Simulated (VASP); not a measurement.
Write the native input for VASP 6.6.1 that does the following.

| Item | Value |
| --- | --- |
| Task | single point |
| Functional | PBE |
| Potentials or basis | VASP PAW PBE potentials, release 64 (Mg, O, F) |
| Cutoff | 520 eV |
| k mesh | 2 × 2 × 1 |
| Occupations | fermi-dirac, width 0.02 eV |
| Spin | no spin polarisation |
| Dipole correction | no |
| Further INCAR settings | LREAL = Auto; ALGO = Normal; EDIFF = 1e-06; NBANDS = 74 |

The structure of Mg6O6F lies in POSCAR:

```
Mg6O6F
1.0
    6.2383790000      0.0000000000      0.0000000000
    3.1191890000      5.4025950000      0.0000000000
    0.0000000000      0.0000000000     18.3670190000
Mg O F
12 12 2
Direct
    0.0000000000      0.0000000000      0.0544454165
    0.0000001264      0.4999999075      0.0544454165
    0.4999999199      0.0000000000      0.0544454165
    0.5000000463      0.4999999075      0.0544454165
    0.6708261622      0.6583554755      0.2032673892
    0.6713436302      0.1708960231      0.2032262285
    0.1665635732      0.6669202485      0.1938844295
    0.1577721126      0.1708799197      0.2032542679
    0.3396424159      0.3210423880      0.3311151908
    0.3355958263      0.8339055583      0.3295164556
    0.8345886897      0.3312365632      0.4264403494
    0.8308979991      0.8339470199      0.3294748593
    0.3333334063      0.8333332408      0.1237764277
    0.3333332799      0.3333333333      0.1237764277
    0.8333333262      0.8333332408      0.1237764277
    0.8333333600      0.3333333333      0.1237764277
    0.0091269762      0.5088939667      0.2511919871
    0.0091332075     -0.0182808447      0.2515609637
    0.4819854979      0.5088863777      0.2511963972
    0.4997015234      0.0006545003      0.2525958077
    0.6708473752      0.1604192060      0.3789471226
    0.6740459483      0.6524311002      0.3721242407
    0.1691709237      0.1603829271      0.3789834921
    0.1694172455      0.6615437581      0.3773561186
    0.1658135684      0.6682897756      0.4558725616
    0.7794030288      0.4406861888      0.5211979146
```

One way to write it, as run:

INCAR

```
PREC = Accurate
ENCUT = 520
EDIFF = 1E-6
ISMEAR = -1
SIGMA = 0.02
LREAL = Auto
LASPH = True
NELM = 80
ALGO = Normal
ISIF = 2
LWAVE = False
LCHARG = True
GGA = PE
LELF = True
LVHAR = True
NBANDS = 74
```

KPOINTS

```
regular mesh
0
Gamma
  2 2 1
```

Potentials or basis: VASP PAW PBE potentials, release 64 (Mg, O, F).

The run is started by

```bash
$ cat potpaw_PBE.64/Mg/POTCAR potpaw_PBE.64/O/POTCAR potpaw_PBE.64/F/POTCAR > POTCAR
$ mpirun -np 1 vasp_std > vasp.out
```

It gave:

```yaml
Largest_force: 2.249 eV/Å
Band_gap_on_the_k_mesh: zero (bands 55 and 56 overlap by 0.02 eV)
```

Caveat: the k points lie up to 0.58 Å⁻¹ apart; there is no dipole correction, which matters where the two faces differ.

Run time: 22 min on 1 thread of Oxide Virtual Turin-like Processor, on a shared host, peak memory 0.68 GiB.
